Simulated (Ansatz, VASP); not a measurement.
**SiC in VASP and in Ansatz**

The input POSCAR:

```
SiC
1.0
    3.0760000000      0.0000000000      0.0000000000
   -1.5380000000      2.6638941420      0.0000000000
    0.0000000000      0.0000000000      5.0480000000
Si C
2 2
Direct
    0.3333333333      0.6666666667      0.0000000000
    0.6666666667      0.3333333333      0.5000000000
    0.3333333333      0.6666666667      0.3750000000
    0.6666666667      0.3333333333      0.8750000000
```

Contents of INCAR.step1:

```
SYSTEM = SiC
PREC = Accurate
ENCUT = 600
ISMEAR = 0
SIGMA = 0.02
LREAL = .False.
LASPH = .True.
NELM = 80
GGA = PE
ALGO = Normal
EDIFF = 1E-4
LWAVE = .True.
LCHARG = .False.
```

The input INCAR.step2:

```
SYSTEM = SiC
PREC = Accurate
ENCUT = 600
EDIFF = 1E-6
ISMEAR = 0
SIGMA = 0.02
LREAL = .False.
LASPH = .True.
NELM = 80
ALGO = Normal
ISIF = 3
LWAVE = .False.
LCHARG = .False.
METAGGA = R2SCAN
LMIXTAU = .True.
IBRION = 2
NSW = 100
EDIFFG = -0.002
ISTART = 1
```

The input KPOINTS:

```
regular mesh
0
Gamma
  9 9 6
  0 0 0
```

Input for Ansatz:

```yaml
crystal:
  lattice:
    - [3.076, 0.0, 0.0]
    - [-1.538, 2.663894142, 0.0]
    - [0.0, 0.0, 5.048]
  atoms:
    - { symbol: Si, position: [0.3333333333, 0.6666666667, 0.0] }
    - { symbol: Si, position: [0.6666666667, 0.3333333333, 0.5] }
    - { symbol: C, position: [0.3333333333, 0.6666666667, 0.375] }
    - { symbol: C, position: [0.6666666667, 0.3333333333, 0.875] }
basis:
  ecutwfc: 500
kpoints:
  mp_grid: { grid: [9, 9, 6] }
hamiltonian:
  xc: r2scan
  pseudopotentials: { kind: paw, azcp: { folder: soft_1 } }
scf:
  occupations: { method: gaussian, width: 0.02 }
output:
  forces: true
  stress: true
  eigenvalues: true
  write_density: true
  write_potential: true
  elf: true
  volumetric_format: npy
relax:
  adjacent_minimum: "off"
  f_tol: 0.002
  max_steps: 80
  cell: { stress_tol: 0.02 }
```

Alike in both runs: task relaxation of cell and atoms; functional r2SCAN; k mesh 9 × 9 × 6; occupations gaussian, width 0.02 eV; no spin polarisation.

|  | VASP | Ansatz |
| --- | --- | --- |
| version | VASP 6.6.1 | Ansatz 0.2.0 |
| potentials or method | VASP PAW PBE potentials, release 64 (Si, C), cutoff 600 eV | scalar-relativistic, plane waves, PAW |
| valence electrons in the cell | 16 | 16 |

```tsv
	VASP	Ansatz	Ansatz less VASP
gap on the k mesh at the Fermi level, each at its own relaxed structure (eV)	2.66	2.65	-0.006
relaxed volume (Å³/atom)	10.32	10.34	+0.019
relaxed cell length with the largest relative difference (Å)	3.074	3.075	+0.0019
```

VASP's potentials were made for PBE, not for r2SCAN.
